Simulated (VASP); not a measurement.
Ta2As3:

```
CELL_PARAMETERS angstrom
4.11125 0.00000 0.00000
-2.05562 3.56044 0.00000
0.00000 0.00000 6.39643
ATOMIC_POSITIONS crystal
Ta 0.33333 0.66667 0.24500
Ta 0.66667 0.33333 0.75500
As 0.00000 0.00000 0.00000
As 0.33333 0.66667 0.64500
As 0.66667 0.33333 0.35500
```

- Program: VASP 6.6.1
- Task: relaxation of cell and atoms
- Functional: PBE
- Potentials or basis: VASP PAW PBE potentials, release 64 (Ta_pv, As)
- Cutoff: 600 eV
- k mesh: 6 × 6 × 4
- Occupations: gaussian, width 0.1 eV
- Spin: no spin polarisation

At the start: pressure 15.4 GPa; volume 18.73 Å³/atom.

Problem. Where does the relaxation end?

Solution. Over 28 steps the energy falls by 346.0 meV/atom and the volume is 19.31 Å³/atom (+3.1 %); space group P-3m1 (No. 164, to 0.05 Å).

The path:
| step | energy change (eV) | largest force (eV/Å) | pressure (GPa) | volume (Å³) |
| --- | --- | --- | --- | --- |
| 1 | 0.0000 | 2.0845 | 15.41 | 93.63 |
| 2 | 0.2683 | 0.1813 | -14.03 | 120.21 |
| 3 | -0.5491 | 0.8871 | -1.78 | 104.46 |
| 4 | -0.5500 | 0.9233 | -1.27 | 104.02 |
| 5 | -0.6522 | 0.9488 | -1.24 | 102.96 |
| 6 | -0.9361 | 0.7126 | -0.81 | 99.82 |
| 7 | -1.0805 | 0.2931 | 3.50 | 93.73 |
| 8 | -1.1153 | 0.1829 | 0.95 | 96.01 |
| 9 | -1.1183 | 0.1202 | 1.31 | 95.57 |
| 10 | -1.0824 | 0.1927 | -4.16 | 99.69 |
| 11 | -1.1244 | 0.0642 | -0.31 | 96.68 |
| 12 | -1.1308 | 0.0911 | -0.36 | 96.65 |
| 13 | -1.1505 | 0.1293 | -0.39 | 96.51 |
| 14 | -1.2192 | 0.2998 | 0.05 | 96.01 |
| 15 | -1.6144 | 0.4798 | 3.77 | 94.10 |
| 16 | 21.1658 | 41.0980 | 108.00 | 86.29 |
| 17 | -1.5807 | 0.9234 | 2.81 | 94.01 |
| 18 | -0.1167 | 4.4276 | 20.96 | 90.82 |
| 19 | -1.5936 | 1.0914 | 3.51 | 93.72 |
| 20 | -1.5049 | 0.2009 | 8.63 | 92.40 |
| 21 | -1.6411 | 0.7624 | 4.95 | 93.24 |
| 22 | -1.6373 | 0.6071 | 5.62 | 93.06 |
| 23 | -1.6855 | 0.4654 | 3.59 | 94.24 |
| 24 | -1.7232 | 0.1801 | -1.46 | 97.65 |
| 25 | -1.7266 | 0.2183 | -0.48 | 96.92 |
| 26 | -1.7266 | 0.2239 | -0.37 | 96.84 |
| 27 | -1.7284 | 0.1625 | -0.21 | 96.76 |
| 28 | -1.7302 | 0.0163 | 0.18 | 96.56 |

Final structure:
```cif
data_structure
_symmetry_space_group_name_H-M 'P 1'
_symmetry_Int_Tables_number 1
_cell_length_a 4.6312
_cell_length_b 4.6312
_cell_length_c 5.1987
_cell_angle_alpha 90.000
_cell_angle_beta 90.000
_cell_angle_gamma 120.000
_cell_volume 96.56
loop_
_atom_site_label
_atom_site_type_symbol
_atom_site_fract_x
_atom_site_fract_y
_atom_site_fract_z
_atom_site_occupancy
Ta1 Ta 0.33333 0.66667 0.13475 1
Ta2 Ta 0.66667 0.33333 0.86525 1
As1 As 0.00000 0.00000 0.00000 1
As2 As 0.33333 0.66667 0.63945 1
As3 As 0.66667 0.33333 0.36055 1
```
